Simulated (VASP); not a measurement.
Runs of VASP 6.6.1 on In. The structure is that of space group Im-3m (No. 229), or close to it. The cells are those of the table. 

```tsv
task	cell	k mesh	cutoff (eV)	gap on the mesh (eV)	pressure (GPa)
single point	a = 3.219 Å, angles 109.5°, 1 atom	13 × 13 × 13	520	none	5.0
single point	a = 3.359 Å, angles 109.5°, 1 atom	19 × 19 × 19	520	none	-0.1
single point	a = 3.359 Å, angles 109.5°, 1 atom	12 × 12 × 12	520	none	-0.1
single point	a = 3.489 Å, angles 109.5°, 1 atom	13 × 13 × 13	520	none	-2.5
relaxation of cell and atoms	relaxed from a = 3.238 Å, angles 109.5°, 1 atom	12 × 12 × 12	600	none	0.0
single point	a = 3.447 Å, angles 109.5°, 1 atom	13 × 13 × 13	520	none	-1.9
single point	a = 3.267 Å, angles 109.5°, 1 atom	13 × 13 × 13	520	none	(b)
single point	a = 3.359 Å, angles 109.5°, 1 atom	13 × 13 × 13	520	none	-0.2
single point	a = 3.404 Å, angles 109.5°, 1 atom	13 × 13 × 13	520	none	(a)
single point	a = 3.314 Å, angles 109.5°, 1 atom	13 × 13 × 13	520	none	1.1
```

Alike in all rows: level RPBE; potentials or basis VASP PAW PBE potentials, release 64 (In_d); no spin polarisation; smearing fermi-dirac 0.1 eV.

Estimate the missing entries.

(a) -1.1; (b) 2.8.

Caveats: the PAW data sets were made with another functional, which shifts forces and pressure a little; spin-orbit coupling is left out, which moves the levels of the heavy elements.

A k mesh can miss the band edges, and the runs leave out spin-orbit coupling on In.

A gap of «none» marks levels without a gap at the run's occupations.
